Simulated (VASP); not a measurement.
Runs of VASP 6.6.1 on LiCl. The structure is that of space group P6_3/mmc (No. 194), or close to it. The cells are those of the table. 

```tsv
level	cell	k mesh	smearing	grid for exact exchange (PRECFOCK)	screening parameter	gap on the mesh (eV)
r2SCAN	a = 4.191, b = 4.191, c = 5.233 Å, angles 90.0, 90.0, 120.0°, 4 atoms	12 × 12 × 6	gaussian 0.01 eV	-	-	6.31
r2SCAN	a = 4.223, b = 4.223, c = 5.309 Å, angles 90.0, 90.0, 120.0°, 4 atoms	12 × 12 × 6	gaussian 0.01 eV	-	-	(a)
PBE	a = 4.223, b = 4.223, c = 5.309 Å, angles 90.0, 90.0, 120.0°, 4 atoms	12 × 12 × 6	fermi-dirac 0.02 eV	-	-	(b)
PBE	a = 4.191, b = 4.191, c = 5.233 Å, angles 90.0, 90.0, 120.0°, 4 atoms	12 × 12 × 6	fermi-dirac 0.02 eV	-	-	5.63
HSE06	a = 4.223, b = 4.223, c = 5.309 Å, angles 90.0, 90.0, 120.0°, 4 atoms	6 × 6 × 4	gaussian 0.01 eV	Normal	0.2079 1/Å	6.81
```

Alike in all rows: task single point; potentials or basis VASP PAW PBE potentials, release 64 (Li_sv, Cl); no spin polarisation; cutoff (eV) 520.

Task: Fill in the values left out.

Result: (a) 6.21; (b) 5.53.

A k mesh can miss the band edges.
